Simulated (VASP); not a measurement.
Runs of VASP 6.6.1 on Si. The structure is that of space group P6_3/mmc (No. 194), or close to it. The cells are those of the table. 

```tsv
cell	gap on the mesh (eV)	pressure (GPa)
a = 2.666, b = 2.666, c = 4.281 Å, angles 90.0, 90.0, 120.0°, 2 atoms	none	5.2
a = 2.532, b = 2.532, c = 4.732 Å, angles 90.0, 90.0, 120.0°, 2 atoms	none	(b)
a = 2.666, b = 2.666, c = 4.732 Å, angles 90.0, 90.0, 120.0°, 2 atoms	none	-4.1
a = 2.532, b = 2.532, c = 4.506 Å, angles 90.0, 90.0, 120.0°, 2 atoms	none	12.1
a = 2.532, b = 2.532, c = 4.281 Å, angles 90.0, 90.0, 120.0°, 2 atoms	none	19.9
a = 2.532, b = 2.532, c = 4.394 Å, angles 90.0, 90.0, 120.0°, 2 atoms	none	15.4
a = 2.799, b = 2.799, c = 4.732 Å, angles 90.0, 90.0, 120.0°, 2 atoms	none	(c)
a = 2.599, b = 2.599, c = 4.281 Å, angles 90.0, 90.0, 120.0°, 2 atoms	none	(a)
```

Alike in all rows: task single point; level LDA; potentials or basis VASP PAW LDA potentials, release 64 (Si); no spin polarisation; k mesh 21 × 21 × 10; cutoff (eV) 520; smearing gaussian 0.15 eV.

**Question.** Fill in the values left out.

**Answer.** (a) 11.5; (b) 6.7; (c) -10.3.

A gap of «none» marks levels without a gap at the run's occupations.
